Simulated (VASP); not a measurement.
# TiSi (Cmmm) in VASP: further runs, part 2 of 2

VASP 6.6.1.

### Step 3. Single point, LDA

Contents of INCAR:

```
PREC = Accurate
ENCUT = 520
EDIFF = 1E-6
ISMEAR = -1
SIGMA = 0.1
LREAL = False
LASPH = True
NELM = 60
ALGO = Normal
ISIF = 2
LWAVE = False
LCHARG = True
LELF = True
LVHAR = True
NBANDS = 15
```

Contents of KPOINTS:

```
regular mesh
0
Gamma
  8 8 6
```

Contents of POSCAR:

```
TiSi
1.0
    1.8161780000     -2.1176240000      0.0000000000
    1.8161780000      2.1176240000      0.0000000000
    0.0000000000      0.0000000000      3.8039340000
Ti Si
1 1
Direct
    0.5000000000      0.5000000000      0.0000000000
    0.0000000000      0.0000000000      0.5000000000
```

Potentials or basis: VASP PAW LDA potentials, release 64 (Ti_sv, Si).

Launch:

```bash
$ cat potpaw_LDA.64/Ti_sv/POTCAR potpaw_LDA.64/Si/POTCAR > POTCAR
$ mpirun -np 1 vasp_std > vasp.out
```

OUTCAR:

```text
PREC = Accurate
   ENCUT = 520
   EDIFF = 1E-6
   ISMEAR = -1
   LREAL = False
   LASPH = True
   NELM = 60
   ISIF = 2

 ion  position               nearest neighbor table
   1  0.500  0.500  0.000-   2 2.63   2 2.63   2 2.63   2 2.63   2 2.85   2 2.85   2 2.85   2 2.85

   2  0.000  0.000  0.500-   1 2.63   1 2.63   1 2.63   1 2.63   1 2.85   1 2.85   1 2.85   1 2.85

  LATTYP: Found a base centered orthorhombic cell.
 ALAT       =     3.6323560000
 B/A-ratio  =     1.1659782246
 C/A-ratio  =     1.0472360088

  Lattice vectors:

 A1 = (   1.8161780000,  -2.1176240000,   0.0000000000)
 A2 = (   1.8161780000,   2.1176240000,   0.0000000000)
 A3 = (   0.0000000000,   0.0000000000,   3.8039340000)

Analysis of symmetry for initial positions (statically):
=====================================================================
 Subroutine PRICEL returns:
 Original cell was already a primitive cell.

 Routine SETGRP: Setting up the symmetry group for a
 base centered orthorhombic supercell.

 Subroutine GETGRP returns: Found  8 space group operations
 (whereof  8 operations were pure point group operations)
 out of a pool of  8 trial point group operations.

The static configuration has the point symmetry D_2h.

Analysis of symmetry for dynamics (positions and initial velocities):
=====================================================================
 Subroutine PRICEL returns:
 Original cell was already a primitive cell.

 Routine SETGRP: Setting up the symmetry group for a
 base centered orthorhombic supercell.

 Subroutine GETGRP returns: Found  8 space group operations
 (whereof  8 operations were pure point group operations)
 out of a pool of  8 trial point group operations.

The dynamic configuration has the point symmetry D_2h.

 Subroutine INISYM returns: Found  8 space group operations
 (whereof  8 operations are pure point group operations),
 and found     1 'primitive' translations

----------------------------------------------------------------------------------------

                                     Primitive cell

  volume of cell :      29.2597

  direct lattice vectors                    reciprocal lattice vectors
     1.816178000 -2.117624000  0.000000000     0.275303412 -0.236113682  0.000000000
     1.816178000  2.117624000  0.000000000     0.275303412  0.236113682  0.000000000
     0.000000000  0.000000000  3.803934000     0.000000000  0.000000000  0.262885739

  length of vectors
     2.789773097  2.789773097  3.803934000     0.362686696  0.362686696  0.262885739

  position of ions in fractional coordinates (direct lattice)
     0.500000000  0.500000000  0.000000000
     0.000000000  0.000000000  0.500000000

  ion indices of the primitive-cell ions
   primitive index   ion index
                 1           1
                 2           2

----------------------------------------------------------------------------------------

 KPOINTS: regular mesh

Automatic generation of k-mesh.
 Grid dimensions read from file:
 generate k-points for:    8    8    6

 Generating k-lattice:

  Cartesian coordinates                     Fractional coordinates (reciprocal lattice)
     0.034412926 -0.029514210  0.000000000     0.125000000  0.000000000  0.000000000
     0.034412926  0.029514210  0.000000000     0.000000000  0.125000000  0.000000000
     0.000000000  0.000000000  0.043814290     0.000000000  0.000000000  0.166666667

  Length of vectors
     0.045335837  0.045335837  0.043814290

  Shift w.r.t. Gamma in fractional coordinates (k-lattice)
     0.000000000  0.000000000  0.000000000

 Subroutine IBZKPT returns following result:
 ===========================================

 Found     84 irreducible k-points:

 Following reciprocal coordinates:
            Coordinates               Weight
  0.000000  0.000000  0.000000      1.000000
  0.125000  0.000000  0.000000      4.000000
  0.250000  0.000000  0.000000      4.000000
  0.375000  0.000000  0.000000      4.000000
  0.500000  0.000000  0.000000      2.000000
  0.125000  0.125000  0.000000      2.000000
[... 16 lines left out ...]
  0.125000  0.000000  0.166667      8.000000
  0.250000  0.000000  0.166667      8.000000
 [... further k-points ...]
   k-points           NKPTS =     84   k-points in BZ     NKDIM =     84   number of bands    NBANDS=     15
   number of dos      NEDOS =    301   number of ions     NIONS =      2
   total plane-waves  NPLWV =  16128
   dimension x,y,z NGX =    24 NGY =   24 NGZ =   28
   dimension x,y,z NGXF=    48 NGYF=   48 NGZF=   56
   ions per type =               1   1
   NGX,Y,Z   is equivalent  to a cutoff of  14.30, 14.30, 12.24 a.u.
   NGXF,Y,Z  is equivalent  to a cutoff of  28.60, 28.60, 24.47 a.u.
 SYSTEM =  unknown system
   PREC   = accura    normal or accurate (medium, high low for compatibility)
   ISTART =      0    job   : 0-new  1-cont  2-samecut
   ICHARG =      2    charge: 1-file 2-atom 10-const
   ISPIN  =      1    spin polarized calculation?
   LNONCOLLINEAR =      F non collinear calculations
   LSORBIT =      F    spin-orbit coupling
   LASPH  =      T    aspherical Exc in radial PAW
   ENCUT  =  520.0 eV  38.22 Ry    6.18 a.u.   5.19  5.19  7.07*2*pi/ulx,y,z
   NELM   =     60;   NELMIN=  2; NELMDL= -5     # of ELM steps
   EDIFF  = 0.1E-05   stopping-criterion for ELM
   LREAL  =      F    real-space projection
   EDIFFG = 0.1E-04   stopping-criterion for IOM
   NSW    =      0    number of steps for IOM
   IBRION =     -1    ionic relax: 0-MD 1-quasi-New 2-CG
   NFREE  =      0    steps in history (QN), initial steepest desc. (CG)
   ISIF   =      2    stress and relaxation
   ISYM   =      2    0-nonsym 1-usesym 2-fastsym
   POTIM  = 0.5000    time-step for ionic-motion
   TEBEG  =    0.0;   TEEND  =   0.0 temperature during run
   PSTRESS=    0.0 pullay stress
   NELECT =      16.0000    total number of electrons
   NUPDOWN=      -1.0000    fix difference up-down
   EMIN   =  10.00;   EMAX   =-10.00  energy-range for DOS
   EFERMI =   0.00;   METHOD = LEGACY
   ISMEAR =    -1;   SIGMA  =   0.10  broadening in eV -4-tet -1-fermi 0-gaus
   EFERMI_NEDOS =   21; number of points for ismear=-14 and -15
   IALGO  =     38    algorithm
   IMIX   =      4    mixing-type and parameters
     AMIX     =   0.40;   BMIX     =  1.00
     AMIX_MAG =   1.60;   BMIX_MAG =  1.00
  volume/ion in A,a.u.               =      14.63        98.73
  Fermi-wavevector in a.u.,A,eV,Ry     =   1.338725  2.529824 24.384157  1.792185
  Thomas-Fermi vector in A             =   2.467173
   LORBIT       =      0    0 simple, 1 ext, 2 COOP (PROOUT), +10 PAW based schemes
   GGA     = CA    functional components
   LHFCALC =     F    Hartree Fock is set to
   AEXX    =    0.0000 exact exchange contribution
   IVDW    =     0    specifies the selected vdW correction
   LEPSILON=     F    determine dielectric tensor
   LRPA    =     F    only Hartree local field effects (RPA)
 non-spin polarized calculation
  energy-cutoff  :      520.00
  volume of cell :       29.26
 maximum number of plane-waves:       814
 NGX is ok and might be reduce to    24
   NGX = 11   NGY = 11   NGZ = 15

 number of electron      16.0000004 magnetization

 Free energy of the ion-electron system (eV)
  ---------------------------------------------------
  ext. energy  EPLUGINS =         0.00000000
  ---------------------------------------------------
  free energy    TOTEN  =       -15.74276346 eV

  energy without entropy =      -15.69833471  energy(sigma->0) =      -15.72054908

 E-fermi :   9.9703     XC(G=0): -11.9265

 val. band max:        9.9611634209   @ k =  -0.3750   0.3750   0.0000
 cond. band min:       9.9824528533   @ k =   0.5000   0.2500   0.5000
 fundamental gap:      0.0212894324
 Fermi energy:         9.9702931780

 k-point     1 :       0.0000    0.0000    0.0000
  band No.  band energies     occupation
      1     -46.0546      2.00000
      2     -22.8471      2.00000
      3     -22.4232      2.00000
      4     -22.3227      2.00000
      5      -1.6697      2.00000
      6       7.5765      2.00000
      7       8.3710      2.00000
      8       8.8411      1.99998
      9      11.5962      0.00000
     10      12.2359      0.00000
     11      12.7976      0.00000
     12      15.1087      0.00000
     13      15.9039      0.00000
     14      16.2905      0.00000
[... 401 lines left out ...]
      2     -22.8201      2.00000
      3     -22.6657      2.00000
      4     -22.3486      2.00000
      5      -0.2446      2.00000
      6       6.7273      2.00000
      7       7.7442      2.00000
      8       9.0594      1.99978
      9      11.8744      0.00000
     10      12.0381      0.00000
     11      12.0973      0.00000
     12      13.0257      0.00000
     13      16.8490      0.00000
     14      17.3567      0.00000
     15      19.7314      0.00000

 [... further k-points ...]
[... 5 lines left out ...]
  --------------------------------------------------------------------------------------
  -------------------------------------------------------------------------------------
  Total       -1.3067021     -1.4788374     -1.3155396      0.0000000      0.0000000      0.0000000
  in kB      -71.5512050    -80.9768326    -72.0351174      0.0000000      0.0000000      0.0000000
  external PRESSURE =     -74.8543850 kB  Pullay stress =       0.0000000 kB

 VOLUME and BASIS-vectors are now :
 -----------------------------------------------------------------------------
  energy-cutoff  :      520.00
  volume of cell :       29.26
      direct lattice vectors                 reciprocal lattice vectors
     1.816178000 -2.117624000  0.000000000     0.275303412 -0.236113682  0.000000000
     1.816178000  2.117624000  0.000000000     0.275303412  0.236113682  0.000000000
     0.000000000  0.000000000  3.803934000     0.000000000  0.000000000  0.262885739

 POSITION                                       TOTAL-FORCE (eV/Angst)
 -----------------------------------------------------------------------------------
      1.81618      0.00000      0.00000        -0.000000      0.000000      0.000000
      0.00000      0.00000      1.90197         0.000000     -0.000000      0.000000
 -----------------------------------------------------------------------------------
    total drift:                               -0.000000     -0.000000     -0.000000

  FREE ENERGIE OF THE ION-ELECTRON SYSTEM (eV)
  ---------------------------------------------------
  free  energy   TOTEN  =       -15.7427634557 eV

  energy  without entropy=      -15.6983347088  energy(sigma->0) =      -15.72054908
```

Run time: 38 s. Hardware: 1 thread of Intel Xeon 8259CL, shared host; peak memory 0.16 GiB.

Results:

| Property | Result |
| --- | --- |
| Free energy | -15.7428 eV |
| Pressure | -7.5 GPa |
| Band gap on the k mesh | zero (band 8 reaches 10.74 eV, above the bottom of band 9 at 9.09 eV) |
